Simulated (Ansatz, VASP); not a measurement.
**CaO: VASP beside Ansatz**

```xyz
2
Lattice="2.2809 2.2809 0.0000 -2.2809 2.2809 0.0000 0.0000 2.2809 2.2809" Properties=species:S:1:pos:R:3 pbc="T T T"
Ca    0.0000    0.0000    0.0000
O     0.0000    2.2809    0.0000
```

Alike in both runs: task single point; functional LDA; k mesh 8 × 8 × 8; no spin polarisation.

|  | VASP | Ansatz |
| --- | --- | --- |
| version | VASP 6.6.1 | Ansatz 0.2.0 |
| potentials or method | VASP PAW LDA potentials, release 64 (Ca_sv, O), cutoff 520 eV | all-electron LAPW, scalar-relativistic |
| occupations | gaussian, width 0.01 eV | fixed |

VASP gave:

```
gap on the k mesh at the Fermi level (eV) : 3.32
pressure (GPa)                            : 16.5
```

Question: What did Ansatz give for the same quantities?

Answer: gap on the k mesh at the Fermi level (eV): 3.35; pressure (GPa): 15.0.

LDA's correlation is that of Perdew and Zunger in VASP and of Perdew and Wang (1992) in Ansatz. Ansatz ran all-electron here, and VASP with PAW potentials.
